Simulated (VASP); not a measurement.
Input of a VASP 6.6.1 run:

The input INCAR:

```
PREC = Accurate
ENCUT = 560
EDIFF = 1E-6
ISMEAR = 0
SIGMA = 0.15
LREAL = False
LASPH = True
NELM = 120
ALGO = Normal
ISIF = 2
LWAVE = False
LCHARG = False
NBANDS = 14
GGA_COMPAT = False
```

Contents of KPOINTS:

```
Automatic mesh
0
Gamma
  24 24 24
```

File POSCAR:

```
Ir
1.0
    0.0000000000      1.7103443674      2.4184269355
    1.7103443674      0.0000000000      2.4184269355
    1.7103443674      1.7103443674      0.0000000000
Ir
1
Direct
    0.0000000000      0.0000000000      0.0000000000
```

Potentials or basis: VASP PAW LDA potentials, release 64 (Ir_sv_GW).

Launch:

```sh
$ cat potpaw_LDA.64/Ir_sv_GW/POTCAR > POTCAR
$ mpirun -np 1 vasp_std > vasp.out
```

Task: What does it give for the pressure?

Result: 24.8 GPa.

Task: Estimate the band gap on the k mesh.

Result: Zero (an odd number of electrons rules out a gap without spin polarisation).

Stress tensor (GPa, compression positive):
```
 57.11   0.00   0.00
  0.00  57.11   0.00
  0.00   0.00 -39.73
```

Caveat: the stress differs along the axes, from -40 to 57 GPa; spin-orbit coupling is left out, which moves the levels of the heavy elements.
